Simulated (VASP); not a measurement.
# Au: single point with PBEsol

The system is Au.

```
Au
1.0
    -1.57441    1.57441    1.65727
     1.57441   -1.57441    1.65727
     1.57441    1.57441   -1.65727
Au
1
Direct
  0.00000 0.00000 0.00000
```

This cell differs from its parent crystal: strain -0.050 along x and y, +0.000 along z.

```yaml
Program: VASP 6.6.1
Task: single point
Functional: PBEsol
Potentials_or_basis: VASP PAW PBE potentials, release 64 (Au)
Cutoff: 520 eV
k_mesh: 20 × 20 × 20
Occupations: gaussian, width 0.15 eV
Spin: no spin polarisation
```

```
Pressure : 6.8 GPa
```

Stress tensor (GPa, compression positive):
```
6.67 0.00 0.00
0.00 6.67 0.00
0.00 0.00 6.99
```

Levels at points of the mesh, in eV from the Fermi level:
| k point | band 2 | band 3 | band 4 | band 5 | band 6 | band 7 | band 8 | band 9 | band 10 | band 11 |
| --- | --- | --- | --- | --- | --- | --- | --- | --- | --- | --- |
| (0.00, 0.00, 0.00) | -5.19 | -5.19 | -4.84 | -3.25 | -2.84 | 15.90 | 16.79 | 16.79 | 23.74 | 25.15 |
| (0.50, 0.00, 0.00) | -6.12 | -3.41 | -2.76 | -1.40 | -0.97 | 3.63 | 12.58 | 14.55 | 22.52 | 22.95 |
| (0.50, 0.50, 0.00) | -6.51 | -2.89 | -2.65 | -1.31 | -0.66 | 4.06 | 11.90 | 13.35 | 21.31 | 22.24 |
| (0.50, 0.50, 0.50) | -7.19 | -1.85 | -1.73 | -1.73 | 5.29 | 6.78 | 6.78 | 10.01 | 15.99 | 16.97 |

It took 30 s on 1 thread of Intel(R) Xeon(R) 6975P-C (Granite Rapids), on a shared host, peak memory 0.25 GiB.

Caveat: the cell differs from its parent crystal (strain -0.050 along x and y, +0.000 along z); the PAW data sets were made with another functional, which shifts forces and pressure a little; spin-orbit coupling is left out, which moves the levels of the heavy elements.
